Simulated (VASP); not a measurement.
# SiC (P6_3mc) in VASP: further runs

The runs below take SiC through single point, with LDA.

Program: VASP 6.6.1. These are calculated values, not measurements. Logs are shortened: lines on timing, memory, paths and dates and some standing lists are left out, and cuts for length are marked.

### Step 1. The cell of the first run

It takes space group P6_3mc (No. 186, hexagonal). The conventional cell has a = 2.979 Å, b = 2.979 Å, c = 5.280 Å, α = 90.00°, β = 90.00°, γ = 120.00°. Si (site symmetry 3m) has 4 C at 1.83 to 1.90 Å within 2.4 Å. Within 2.4 Å of C (site symmetry 3m) lie 4 Si at 1.83 to 1.90 Å.

### Step 2. Single point, LDA (c/a of the conventional cell at fixed volume 1.7726)

INCAR reads:

```
SYSTEM = SiC
ALGO = Normal ; EDIFF = 1E-6
ENCUT = 520 ; ISIF = 2
ISMEAR = 0 ; LASPH = .True.
LCHARG = .True. ; LELF = .True.
LREAL = .False. ; LVHAR = .True.
LWAVE = .False. ; NBANDS = 16
NELM = 80 ; PREC = Accurate
SIGMA = 0.05
```

KPOINTS reads:

```
k-points
0
Gamma
  12 12 6
  0 0 0
```

POSCAR reads:

```
SiC
1.0
    2.9787958993      0.0000000000      0.0000000000
   -1.4893979497      2.5797129215      0.0000000000
    0.0000000000      0.0000000000      5.2802136111
Si C
2 2
Direct
    0.3333333333      0.6666666667      0.0046041256
    0.6666666667      0.3333333333      0.5046041256
    0.3333333333      0.6666666667      0.3504926021
    0.6666666667      0.3333333333      0.8504926021
```

Potentials or basis: VASP PAW LDA potentials, release 64 (Si, C).

Started as:

```
$ cat potpaw_LDA.64/Si/POTCAR potpaw_LDA.64/C/POTCAR > POTCAR
$ mpirun -np 1 vasp_std > vasp.out
```

OUTCAR:

```text
SYSTEM = SiC
   EDIFF = 1E-6
   ENCUT = 520
   ISIF = 2
   ISMEAR = 0
   LASPH = .True.
   LREAL = .False.
   NELM = 80
   PREC = Accurate

 ion  position               nearest neighbor table
   1  0.333  0.667  0.005-   3 1.83   4 1.90   4 1.90   4 1.90
   2  0.667  0.333  0.505-   4 1.83   3 1.90   3 1.90   3 1.90
   3  0.333  0.667  0.350-   1 1.83   2 1.90   2 1.90   2 1.90
   4  0.667  0.333  0.850-   2 1.83   1 1.90   1 1.90   1 1.90

  LATTYP: Found a hexagonal cell.
 ALAT       =     2.9787958993
 C/A-ratio  =     1.7726000000

  Lattice vectors:

 A1 = (   2.9787958993,   0.0000000000,   0.0000000000)
 A2 = (  -1.4893979497,   2.5797129215,   0.0000000000)
 A3 = (   0.0000000000,   0.0000000000,   5.2802136111)

Analysis of symmetry for initial positions (statically):
=====================================================================
 Subroutine PRICEL returns:
 Original cell was already a primitive cell.

 Routine SETGRP: Setting up the symmetry group for a
 hexagonal supercell.

 Subroutine GETGRP returns: Found 12 space group operations
 (whereof  6 operations were pure point group operations)
 out of a pool of 24 trial point group operations.

The static configuration has the point symmetry C_3v.
 The point group associated with its full space group is C_6v.

Analysis of symmetry for dynamics (positions and initial velocities):
=====================================================================
 Subroutine PRICEL returns:
 Original cell was already a primitive cell.

 Routine SETGRP: Setting up the symmetry group for a
 hexagonal supercell.

 Subroutine GETGRP returns: Found 12 space group operations
 (whereof  6 operations were pure point group operations)
 out of a pool of 24 trial point group operations.

The dynamic configuration has the point symmetry C_3v.
 The point group associated with its full space group is C_6v.

 Subroutine INISYM returns: Found 12 space group operations
 (whereof  6 operations are pure point group operations),
 and found     1 'primitive' translations

----------------------------------------------------------------------------------------

                                     Primitive cell

  volume of cell :      40.5755

  direct lattice vectors                    reciprocal lattice vectors
     2.978795899  0.000000000  0.000000000     0.335706115  0.193820016  0.000000000
    -1.489397950  2.579712922  0.000000000     0.000000000  0.387640032  0.000000000
     0.000000000  0.000000000  5.280213611     0.000000000  0.000000000  0.189386277

  length of vectors
     2.978795899  2.978795899  5.280213611     0.387640032  0.387640032  0.189386277

  position of ions in fractional coordinates (direct lattice)
     0.333333333  0.666666667  0.004604126
     0.666666667  0.333333333  0.504604126
     0.333333333  0.666666667  0.350492602
     0.666666667  0.333333333  0.850492602

  ion indices of the primitive-cell ions
   primitive index   ion index
                 1           1
                 2           2
                 3           3
                 4           4

----------------------------------------------------------------------------------------

 KPOINTS: k-points

Automatic generation of k-mesh.
 Grid dimensions read from file:
 generate k-points for:   12   12    6

 Generating k-lattice:

  Cartesian coordinates                     Fractional coordinates (reciprocal lattice)
     0.027975510  0.016151668  0.000000000     0.083333333  0.000000000  0.000000000
     0.000000000  0.032303336  0.000000000     0.000000000  0.083333333  0.000000000
     0.000000000  0.000000000  0.031564380     0.000000000  0.000000000  0.166666667

  Length of vectors
     0.032303336  0.032303336  0.031564380

  Shift w.r.t. Gamma in fractional coordinates (k-lattice)
     0.000000000  0.000000000  0.000000000

 Subroutine IBZKPT returns following result:
 ===========================================

 Found     76 irreducible k-points:

 Following reciprocal coordinates:
            Coordinates               Weight
  0.000000  0.000000  0.000000      1.000000
  0.083333 -0.000000  0.000000      6.000000
  0.166667 -0.000000  0.000000      6.000000
  0.250000  0.000000  0.000000      6.000000
  0.333333 -0.000000  0.000000      6.000000
  0.416667  0.000000  0.000000      6.000000
[... 16 lines left out ...]
  0.250000  0.000000  0.166667     12.000000
  0.333333 -0.000000  0.166667     12.000000
 [... further k-points ...]
   k-points           NKPTS =     76   k-points in BZ     NKDIM =     76   number of bands    NBANDS=     16
   number of dos      NEDOS =    301   number of ions     NIONS =      4
   total plane-waves  NPLWV =  23040
   dimension x,y,z NGX =    24 NGY =   24 NGZ =   40
   dimension x,y,z NGXF=    48 NGYF=   48 NGZF=   80
   ions per type =               2   2
   NGX,Y,Z   is equivalent  to a cutoff of  13.39, 13.39, 12.59 a.u.
   NGXF,Y,Z  is equivalent  to a cutoff of  26.79, 26.79, 25.19 a.u.
 SYSTEM =  SiC
   PREC   = accura    normal or accurate (medium, high low for compatibility)
   ISTART =      0    job   : 0-new  1-cont  2-samecut
   ICHARG =      2    charge: 1-file 2-atom 10-const
   ISPIN  =      1    spin polarized calculation?
   LNONCOLLINEAR =      F non collinear calculations
   LSORBIT =      F    spin-orbit coupling
   LASPH  =      T    aspherical Exc in radial PAW
   ENCUT  =  520.0 eV  38.22 Ry    6.18 a.u.   5.54  5.54  9.82*2*pi/ulx,y,z
   NELM   =     80;   NELMIN=  2; NELMDL= -5     # of ELM steps
   EDIFF  = 0.1E-05   stopping-criterion for ELM
   LREAL  =      F    real-space projection
   EDIFFG = 0.1E-04   stopping-criterion for IOM
   NSW    =      0    number of steps for IOM
   IBRION =     -1    ionic relax: 0-MD 1-quasi-New 2-CG
   NFREE  =      0    steps in history (QN), initial steepest desc. (CG)
   ISIF   =      2    stress and relaxation
   ISYM   =      2    0-nonsym 1-usesym 2-fastsym
   POTIM  = 0.5000    time-step for ionic-motion
   TEBEG  =    0.0;   TEEND  =   0.0 temperature during run
   PSTRESS=    0.0 pullay stress
   NELECT =      16.0000    total number of electrons
   NUPDOWN=      -1.0000    fix difference up-down
   EMIN   =  10.00;   EMAX   =-10.00  energy-range for DOS
   EFERMI =   0.00;   METHOD = LEGACY
   ISMEAR =     0;   SIGMA  =   0.05  broadening in eV -4-tet -1-fermi 0-gaus
   EFERMI_NEDOS =   21; number of points for ismear=-14 and -15
   IALGO  =     38    algorithm
   IMIX   =      4    mixing-type and parameters
     AMIX     =   0.40;   BMIX     =  1.00
     AMIX_MAG =   1.60;   BMIX_MAG =  1.00
  volume/ion in A,a.u.               =      10.14        68.45
  Fermi-wavevector in a.u.,A,eV,Ry     =   1.200495  2.268606 19.608550  1.441188
  Thomas-Fermi vector in A             =   2.336329
   LORBIT       =      0    0 simple, 1 ext, 2 COOP (PROOUT), +10 PAW based schemes
   GGA     = CA    functional components
   LHFCALC =     F    Hartree Fock is set to
   AEXX    =    0.0000 exact exchange contribution
   IVDW    =     0    specifies the selected vdW correction
   LEPSILON=     F    determine dielectric tensor
   LRPA    =     F    only Hartree local field effects (RPA)
 non-spin polarized calculation
 Gauss-broadening in eV      SIGMA  =   0.05
  energy-cutoff  :      520.00
  volume of cell :       40.58
 maximum number of plane-waves:      1115
 NGX is ok and might be reduce to    24
   NGX = 11   NGY = 11   NGZ = 19

 number of electron      15.9999998 magnetization

 Free energy of the ion-electron system (eV)
  ---------------------------------------------------
  ext. energy  EPLUGINS =         0.00000000
  ---------------------------------------------------
  free energy    TOTEN  =       -32.72912073 eV

  energy without entropy =      -32.72912073  energy(sigma->0) =      -32.72912073

 E-fermi :   9.3534     XC(G=0): -11.6553

 val. band max:        9.0827872797   @ k =   0.0000   0.0000   0.0000
 cond. band min:       9.6372123914   @ k =   0.3333   0.3333   0.0000
 fundamental gap:      0.5544251117
 Fermi energy:         9.3533860056

 k-point     1 :       0.0000    0.0000    0.0000
  band No.  band energies     occupation
      1      -7.1638      2.00000
      2      -3.8121      2.00000
      3      -1.0764      2.00000
      4       7.0999      2.00000
      5       7.9809      2.00000
      6       7.9809      2.00000
[... 8 lines left out ...]
     15      18.0034      0.00000
     16      18.8569      0.00000

 k-point     2 :       0.0833   -0.0000    0.0000
  band No.  band energies     occupation
      1      -7.0337      2.00000
      2      -3.6971      2.00000
      3      -0.9555      2.00000
      4       7.0519      2.00000
      5       7.2633      2.00000
      6       7.7436      2.00000
[... 8 lines left out ...]
     15      18.2549      0.00000
     16      19.0049      0.00000

 k-point     3 :       0.1667   -0.0000    0.0000
  band No.  band energies     occupation
      1      -6.6462      2.00000
      2      -3.3595      2.00000
      3      -0.6003      2.00000
      4       5.6362      2.00000
      5       6.9235      2.00000
      6       7.2179      2.00000
[... 8 lines left out ...]
     15      18.4858      0.00000
     16      18.8890      0.00000

 k-point     4 :       0.2500    0.0000    0.0000
  band No.  band energies     occupation
      1      -6.0126      2.00000
      2      -2.8306      2.00000
      3      -0.0421      2.00000
      4       3.8386      2.00000
      5       5.8471      2.00000
      6       6.5932      2.00000
[... 8 lines left out ...]
     15      18.9654      0.00000
     16      19.9716      0.00000
[... 324 lines left out ...]
 k-point    22 :       0.1667   -0.0000    0.1667
  band No.  band energies     occupation
      1      -6.5230      2.00000
      2      -3.8771      2.00000
      3       0.1083      2.00000
      4       5.7194      2.00000
      5       6.2406      2.00000
      6       7.2987      2.00000
[... 8 lines left out ...]
     15      18.7330      0.00000
     16      18.8274      0.00000

 k-point    23 :       0.2500    0.0000    0.1667
  band No.  band energies     occupation
      1      -5.8914      2.00000
      2      -3.3167      2.00000
      3       0.5978      2.00000
      4       3.9746      2.00000
      5       5.3282      2.00000
      6       6.6331      2.00000
[... 8 lines left out ...]
     15      19.0979      0.00000
     16      19.7767      0.00000

 k-point    24 :       0.3333   -0.0000    0.1667
  band No.  band energies     occupation
      1      -5.0425      2.00000
      2      -2.6254      2.00000
      3       0.9430      2.00000
      4       2.6416      2.00000
      5       3.8548      2.00000
      6       6.1390      2.00000
[... 8 lines left out ...]
     15      19.6475      0.00000
     16      20.7557      0.00000

 [... further k-points ...]
[... 5 lines left out ...]
  --------------------------------------------------------------------------------------
  -------------------------------------------------------------------------------------
  Total        2.4407771      2.4407771     -5.1538930     -0.0000000      0.0000000     -0.0000000
  in kB       96.3773744     96.3773744   -203.5084099     -0.0000000      0.0000000     -0.0000000
  external PRESSURE =      -3.5845537 kB  Pullay stress =       0.0000000 kB

 VOLUME and BASIS-vectors are now :
 -----------------------------------------------------------------------------
  energy-cutoff  :      520.00
  volume of cell :       40.58
      direct lattice vectors                 reciprocal lattice vectors
     2.978795899  0.000000000  0.000000000     0.335706115  0.193820016  0.000000000
    -1.489397950  2.579712922  0.000000000     0.000000000  0.387640032  0.000000000
     0.000000000  0.000000000  5.280213611     0.000000000  0.000000000  0.189386277

 POSITION                                       TOTAL-FORCE (eV/Angst)
 -----------------------------------------------------------------------------------
     -0.00000      1.71981      0.02431        -0.000000      0.000000     -2.480941
      1.48940      0.85990      2.66442         0.000000     -0.000000     -2.480941
     -0.00000      1.71981      1.85068         0.000000      0.000000      2.480941
      1.48940      0.85990      4.49078        -0.000000     -0.000000      2.480941
 -----------------------------------------------------------------------------------
    total drift:                               -0.000000      0.000000      0.000951

  FREE ENERGIE OF THE ION-ELECTRON SYSTEM (eV)
  ---------------------------------------------------
  free  energy   TOTEN  =       -32.7291207310 eV

  energy  without entropy=      -32.7291207310  energy(sigma->0) =      -32.72912073
```

It took 17 s on 1 thread of Intel Xeon 6975P-C (Granite Rapids), shared host; peak memory 0.16 GiB.

Results:

- Free energy: -32.7291 eV
- Pressure: -0.4 GPa
- Largest force: 2.481 eV/Å
- Band gap on the k mesh: 0.55 eV, indirect (least direct gap 3.61 eV)

Forces in eV/Å, atoms in the order of the input:
```
Si   0.000  0.000 -2.481
Si   0.000  0.000 -2.481
C    0.000  0.000  2.481
C    0.000  0.000  2.481
```

Caveat: forces of over 1 eV/Å act on the atoms, so gaps and moduli don't describe the material at rest.

(Part 1 of 3 ends here.)
